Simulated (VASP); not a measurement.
Write the native input for VASP 6.6.1 that does the following.

```
Task                   : single point
Functional             : r2SCAN
Potentials or basis    : VASP PAW PBE potentials, release 64 (Mg, O)
Cutoff                 : 520 eV
k mesh                 : 9 × 9 × 6
Occupations            : fermi-dirac, width 0.05 eV
Spin                   : no spin polarisation
Dipole correction      : no
Further INCAR settings : ALGO = Normal; EDIFF = 1e-06; NBANDS = 16
```

MgO:

```
CELL_PARAMETERS angstrom
3.37266 0.00000 0.00000
-1.68633 2.92081 0.00000
0.00000 0.00000 5.08061
ATOMIC_POSITIONS crystal
Mg 0.66667 0.33333 0.50216
Mg 0.33333 0.66667 0.00216
O 0.66667 0.33333 0.90244
O 0.33333 0.66667 0.40244
```

The input as run:

POSCAR

```
MgO
1.0
    3.3726620253      0.0000000000      0.0000000000
   -1.6863310127      2.9208109923      0.0000000000
    0.0000000000      0.0000000000      5.0806100433
Mg O
2 2
Direct
    0.6666666667      0.3333333333      0.5021597400
    0.3333333333      0.6666666667      0.0021597400
    0.6666666667      0.3333333333      0.9024402600
    0.3333333333      0.6666666667      0.4024402600
```

INCAR.step1

```
PREC = Accurate
ENCUT = 520
ISMEAR = -1
SIGMA = 0.05
LREAL = F
LASPH = T
NELM = 100
NBANDS = 16
GGA = PE
ALGO = Normal
EDIFF = 1E-4
LWAVE = T
LCHARG = F
```

INCAR.step2

```
PREC = Accurate
ENCUT = 520
EDIFF = 1E-6
ISMEAR = -1
SIGMA = 0.05
LREAL = F
LASPH = T
NELM = 100
ALGO = Normal
ISIF = 2
LWAVE = F
LCHARG = F
METAGGA = R2SCAN
LMIXTAU = T
NBANDS = 16
ISTART = 1
```

KPOINTS

```
regular mesh
0
Gamma
  9 9 6
```

Potentials or basis: VASP PAW PBE potentials, release 64 (Mg, O).

Command:

```bash
$ cat potpaw_PBE.64/Mg/POTCAR potpaw_PBE.64/O/POTCAR > POTCAR
$ cp INCAR.step1 INCAR
$ mpirun -np 1 vasp_std > vasp.out
$ cp INCAR.step2 INCAR
$ mpirun -np 1 vasp_std > vasp.out
```

Results of the run:

```
Pressure               : -7.6 GPa
Largest force          : 0.082 eV/Å
Band gap on the k mesh : 3.80 eV, direct
```

Caveat: the PAW data sets were made with another functional, which shifts forces and pressure a little.

It took 2.2 min on 1 thread of AMD EPYC 7R13 Processor (Zen 3), with other jobs on the host, peak memory 0.16 GiB.
